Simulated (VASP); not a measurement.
# B (Pm-3m) in VASP: settings compared, part 2 of 2

VASP 6.6.1.

### 3 Single point, r2SCAN0

Contents of POSCAR:

```
B
1.0
    1.8844875099      0.0000000000      0.0000000000
    0.0000000000      1.8844875099      0.0000000000
    0.0000000000      0.0000000000      1.8844875099
B
1
Direct
    0.0000000000      0.0000000000      0.0000000000
```

Contents of INCAR.step1:

```
SYSTEM = B
PREC = Accurate ; ENCUT = 520
EDIFF = 1E-5 ; ISMEAR = -1
SIGMA = 0.1 ; LREAL = .FALSE.
LASPH = .TRUE. ; NELM = 80
ALGO = Normal ; ISIF = 2
LWAVE = .TRUE. ; LCHARG = .FALSE.
GGA = PE ; NBANDS = 8
```

Contents of INCAR.step2:

```
SYSTEM = B
PREC = Accurate ; ENCUT = 520
EDIFF = 1E-7 ; ISMEAR = -1
SIGMA = 0.1 ; LREAL = .FALSE.
LASPH = .TRUE. ; NELM = 80
ALGO = Normal ; ISIF = 2
LWAVE = .FALSE. ; LCHARG = .FALSE.
METAGGA = R2SCAN ; LHFCALC = .TRUE.
AEXX = 0.25 ; LMIXTAU = .TRUE.
PRECFOCK = Normal ; ISTART = 1
NBANDS = 8
```

Contents of KPOINTS:

```
regular mesh
0
G
  8 8 8
  0 0 0
```

Potentials or basis: VASP PAW PBE potentials, release 64 (B).

Command:

```sh
$ cat potpaw_PBE.64/B/POTCAR > POTCAR
$ cp INCAR.step1 INCAR
$ mpirun -np 1 vasp_std > vasp.out
$ cp INCAR.step2 INCAR
$ mpirun -np 1 vasp_std > vasp.out
```

OUTCAR:

```text
SYSTEM = B
   PREC = Accurate
   ENCUT = 520
   EDIFF = 1E-7
   ISMEAR = -1
   LREAL = .FALSE.
   LASPH = .TRUE.
   NELM = 80
   ISIF = 2
   METAGGA = R2SCAN
   LHFCALC = .TRUE.
   AEXX = 0.25
   PRECFOCK = Normal
   ISTART = 1

 ion  position               nearest neighbor table
   1  0.000  0.000  0.000-

  LATTYP: Found a simple cubic cell.
 ALAT       =     1.8844875099

  Lattice vectors:

 A1 = (   1.8844875099,   0.0000000000,   0.0000000000)
 A2 = (   0.0000000000,   1.8844875099,   0.0000000000)
 A3 = (   0.0000000000,   0.0000000000,   1.8844875099)

Analysis of symmetry for initial positions (statically):
=====================================================================
 Subroutine PRICEL returns:
 Original cell was already a primitive cell.

 Routine SETGRP: Setting up the symmetry group for a
 simple cubic supercell.

 Subroutine GETGRP returns: Found 48 space group operations
 (whereof 48 operations were pure point group operations)
 out of a pool of 48 trial point group operations.

The static configuration has the point symmetry O_h .

Analysis of symmetry for dynamics (positions and initial velocities):
=====================================================================
 Subroutine PRICEL returns:
 Original cell was already a primitive cell.

 Routine SETGRP: Setting up the symmetry group for a
 simple cubic supercell.

 Subroutine GETGRP returns: Found 48 space group operations
 (whereof 48 operations were pure point group operations)
 out of a pool of 48 trial point group operations.

The dynamic configuration has the point symmetry O_h .

 Subroutine INISYM returns: Found 48 space group operations
 (whereof 48 operations are pure point group operations),
 and found     1 'primitive' translations

----------------------------------------------------------------------------------------

                                     Primitive cell

  volume of cell :       6.6924

  direct lattice vectors                    reciprocal lattice vectors
     1.884487510  0.000000000  0.000000000     0.530648250  0.000000000  0.000000000
     0.000000000  1.884487510  0.000000000     0.000000000  0.530648250  0.000000000
     0.000000000  0.000000000  1.884487510     0.000000000  0.000000000  0.530648250

  length of vectors
     1.884487510  1.884487510  1.884487510     0.530648250  0.530648250  0.530648250

  position of ions in fractional coordinates (direct lattice)
     0.000000000  0.000000000  0.000000000

  ion indices of the primitive-cell ions
   primitive index   ion index
                 1           1

----------------------------------------------------------------------------------------

 KPOINTS: regular mesh

Automatic generation of k-mesh.
 Grid dimensions read from file:
 generate k-points for:    8    8    8

 Generating k-lattice:

  Cartesian coordinates                     Fractional coordinates (reciprocal lattice)
     0.066331031  0.000000000  0.000000000     0.125000000  0.000000000  0.000000000
     0.000000000  0.066331031  0.000000000     0.000000000  0.125000000  0.000000000
     0.000000000  0.000000000  0.066331031     0.000000000  0.000000000  0.125000000

  Length of vectors
     0.066331031  0.066331031  0.066331031

  Shift w.r.t. Gamma in fractional coordinates (k-lattice)
     0.000000000  0.000000000  0.000000000

 Subroutine IBZKPT returns following result:
 ===========================================

 Found     35 irreducible k-points:

 Following reciprocal coordinates:
            Coordinates               Weight
  0.000000  0.000000  0.000000      1.000000
  0.125000  0.000000  0.000000      6.000000
  0.250000  0.000000  0.000000      6.000000
  0.375000  0.000000  0.000000      6.000000
  0.500000  0.000000  0.000000      3.000000
  0.125000  0.125000  0.000000     12.000000
[... 16 lines left out ...]
  0.375000  0.375000  0.125000     24.000000
  0.500000  0.375000  0.125000     24.000000
 [... further k-points ...]
   k-points           NKPTS =     35   k-points in BZ     NKDIM =    512   number of bands    NBANDS=      8
   number of dos      NEDOS =    301   number of ions     NIONS =      1
   total plane-waves  NPLWV =   2744
   dimension x,y,z NGX =    14 NGY =   14 NGZ =   14
   dimension x,y,z NGXF=    28 NGYF=   28 NGZF=   28
   ions per type =               1
   NGX,Y,Z   is equivalent  to a cutoff of  12.35, 12.35, 12.35 a.u.
   NGXF,Y,Z  is equivalent  to a cutoff of  24.70, 24.70, 24.70 a.u.
 SYSTEM =  B
   PREC   = accura    normal or accurate (medium, high low for compatibility)
   ISTART =      1    job   : 0-new  1-cont  2-samecut
   ICHARG =      0    charge: 1-file 2-atom 10-const
   ISPIN  =      1    spin polarized calculation?
   LNONCOLLINEAR =      F non collinear calculations
   LSORBIT =      F    spin-orbit coupling
   LASPH  =      T    aspherical Exc in radial PAW
   ENCUT  =  520.0 eV  38.22 Ry    6.18 a.u.   3.50  3.50  3.50*2*pi/ulx,y,z
   NELM   =     80;   NELMIN=  2; NELMDL=  0     # of ELM steps
   EDIFF  = 0.1E-06   stopping-criterion for ELM
   LREAL  =      F    real-space projection
   EDIFFG = 0.1E-05   stopping-criterion for IOM
   NSW    =      0    number of steps for IOM
   IBRION =     -1    ionic relax: 0-MD 1-quasi-New 2-CG
   NFREE  =      0    steps in history (QN), initial steepest desc. (CG)
   ISIF   =      2    stress and relaxation
   ISYM   =      3    0-nonsym 1-usesym 2-fastsym
   POTIM  = 0.5000    time-step for ionic-motion
   TEBEG  =    0.0;   TEEND  =   0.0 temperature during run
   PSTRESS=    0.0 pullay stress
   NELECT =       3.0000    total number of electrons
   NUPDOWN=      -1.0000    fix difference up-down
   EMIN   =  10.00;   EMAX   =-10.00  energy-range for DOS
   EFERMI =   0.00;   METHOD = LEGACY
   ISMEAR =    -1;   SIGMA  =   0.10  broadening in eV -4-tet -1-fermi 0-gaus
   EFERMI_NEDOS =   21; number of points for ismear=-14 and -15
   IALGO  =     38    algorithm
   IMIX   =      1    mixing-type and parameters
     AMIX     =   0.40;   BMIX     =  1.00
     AMIX_MAG =   1.60;   BMIX_MAG =  1.00
  volume/ion in A,a.u.               =       6.69        45.16
  Fermi-wavevector in a.u.,A,eV,Ry     =   1.252916  2.367668 21.358408  1.569799
  Thomas-Fermi vector in A             =   2.386794
   LORBIT       =      0    0 simple, 1 ext, 2 COOP (PROOUT), +10 PAW based schemes
   METAGGA = R2SCAN    functional components
   LHFCALC =     T    Hartree Fock is set to
   PRECFOCK=normal    Normal, Fast or Accurate (Low or Medium for compatibility)
   ENCUT4O =  -1.0   cutoff for four orbital integrals eV
   NKREDX  =     1    reduce k-point grid by
   NKREDY  =     1    reduce k-point grid by
   NKREDZ  =     1    reduce k-point grid by
   AEXX    =    0.2500 exact exchange contribution
   HFSCREEN=    0.0000 screening length (either q_TF or 0.3 A-1)
   HFSCREENC=   0.0000 screening length for correlation (either q_TF or 0.3 A-1)
   ENCUTFOCK=  -1.0 apply spherical cutoff to Coloumb kernel
   IVDW    =     0    specifies the selected vdW correction
   LEPSILON=     F    determine dielectric tensor
   LRPA    =     F    only Hartree local field effects (RPA)
 non-spin polarized calculation
  energy-cutoff  :      520.00
  volume of cell :        6.69
 maximum number of plane-waves:       192
  NGX = 12; NGY = 12; NGZ = 12

 number of electron       3.0000000 magnetization

 Free energy of the ion-electron system (eV)
  ---------------------------------------------------
  ext. energy  EPLUGINS =         0.00000000
  ---------------------------------------------------
  free energy    TOTEN  =        -6.87852270 eV

  energy without entropy =       -6.87638008  energy(sigma->0) =       -6.87745139

 E-fermi :   6.4605     XC(G=0): -10.2577

 val. band max:        6.0787031959   @ k =   0.3750   0.2500   0.1250
 cond. band min:       7.0770434088   @ k =   0.3750   0.3750   0.1250
 fundamental gap:      0.9983402129
 Fermi energy:         6.4604790111

 k-point     1 :       0.0000    0.0000    0.0000
  band No.  band energies     occupation
      1     -11.9954      2.00000
      2      23.1286      0.00000
      3      23.1286      0.00000
      4      23.1286      0.00000
      5      33.3695      0.00000
      6      33.3695      0.00000
      7      43.4918      0.00000
      8      64.4934      0.00000
[... 243 lines left out ...]
 k-point    24 :       0.5000    0.3750    0.1250
  band No.  band energies     occupation
      1       3.1017      2.00000
      2       3.4666      2.00000
      3      14.4849      0.00000
      4      20.1795      0.00000
      5      29.4650      0.00000
      6      40.7070      0.00000
      7      44.4082      0.00000
      8      54.5035      0.00000

 [... further k-points ...]
[... 5 lines left out ...]
  --------------------------------------------------------------------------------------
  -------------------------------------------------------------------------------------
  Total       -0.0480467     -0.0480467     -0.0480467     -0.0000000     -0.0000000     -0.0000000
  in kB      -11.5025676    -11.5025676    -11.5025676     -0.0000000     -0.0000000     -0.0000000
  external PRESSURE =     -11.5025676 kB  Pullay stress =       0.0000000 kB

 VOLUME and BASIS-vectors are now :
 -----------------------------------------------------------------------------
  energy-cutoff  :      520.00
  volume of cell :        6.69
      direct lattice vectors                 reciprocal lattice vectors
     1.884487510  0.000000000  0.000000000     0.530648250  0.000000000  0.000000000
     0.000000000  1.884487510  0.000000000     0.000000000  0.530648250  0.000000000
     0.000000000  0.000000000  1.884487510     0.000000000  0.000000000  0.530648250

 POSITION                                       TOTAL-FORCE (eV/Angst)
 -----------------------------------------------------------------------------------
      0.00000      0.00000      0.00000         0.000000      0.000000      0.000000
 -----------------------------------------------------------------------------------
    total drift:                               -0.000000     -0.000000     -0.000000

  FREE ENERGIE OF THE ION-ELECTRON SYSTEM (eV)
  ---------------------------------------------------
  free  energy   TOTEN  =        -6.8785227036 eV

  energy  without entropy=       -6.8763800778  energy(sigma->0) =       -6.87745139
```

Run time: 1.7 min. Hardware: 1 thread of Intel Xeon 6975P-C, shared host; peak memory 0.11 GiB.

Results:

* Free energy: -6.8785 eV
* Pressure: -1.2 GPa

Caveat: the k points lie up to 0.42 Å⁻¹ apart; the PAW data sets were made with another functional, which shifts forces and pressure a little.
